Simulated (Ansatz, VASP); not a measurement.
# One calculation of Ir, two programs

```xyz
1
Lattice="-0.2168 1.8211 2.0186 2.1046 -0.2989 2.1007 1.6861 1.4847 0.1196" Properties=species:S:1:pos:R:3 pbc="T T T"
Ir    0.0000    0.0000    0.0000
```

Change from the starting cell: cell sheared at random, sigma 0.06, atoms nudged by 0.01 Å; relaxed back.

Alike in both runs: task relaxation of cell and atoms; functional PBE; k mesh 16 × 16 × 16; occupations gaussian, width 0.15 eV; no spin polarisation.

```csv
,VASP,Ansatz
version,VASP 6.6.1,Ansatz 0.2.0
potentials or method,"VASP PAW PBE potentials, release 64 (Ir), cutoff 600 eV","scalar-relativistic, plane waves, PAW"
valence electrons in the cell,9,17
```

|  | VASP | Ansatz | Ansatz less VASP |
| --- | --- | --- | --- |
| gap on the k mesh at the Fermi level, each at its own relaxed structure (eV) | none | none | - |
| relaxed volume (Å³/atom) | 14.53 | 14.51 | -0.022 |
| relaxed cell length with the largest relative difference (Å) | 2.739 | 2.738 | -0.0015 |

A gap of «none» marks a metal or a gap that the smearing closes. VASP's potentials hold 9 valence electrons a cell and Ansatz's 17, so a difference there can come from the potentials and not from the codes.

Neither program's run includes spin-orbit coupling.
